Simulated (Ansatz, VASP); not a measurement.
# One calculation of Ti3Al, two programs

```
Ti Al
1.0
     2.92974    0.00000    0.00000
    -1.46487    2.53723    0.00000
     0.00000    0.00000    9.23153
Ti Al
3 1
Direct
  0.66667 0.33333 0.00000
  0.33333 0.66667 0.75046
  0.33333 0.66667 0.24954
  0.66667 0.33333 0.50000
```

Alike in both runs: functional PBE; k mesh 18 × 18 × 6; occupations gaussian, width 0.1 eV; no spin polarisation.

Ansatz relaxed the structure, and its values are those at the end. VASP's run is a single point on that final structure, the one shown.

```csv
,VASP,Ansatz
version,VASP 6.6.1,Ansatz 0.2.0
potentials or method,"VASP PAW PBE potentials, release 64 (Ti_sv, Al), cutoff 520 eV","scalar-relativistic, plane waves, PAW"
valence electrons in the cell,39,39
```

|  | VASP | Ansatz | Ansatz less VASP |
| --- | --- | --- | --- |
| gap on the k mesh at the Fermi level (eV) | none | none | - |
| pressure (GPa) | -0.2 | 0.0 | +0.15 |
| rms of the force components (eV/Å) | 0.003 | 0.000 | -0.0027 |

A gap of «none» marks a metal or a gap that the smearing closes.
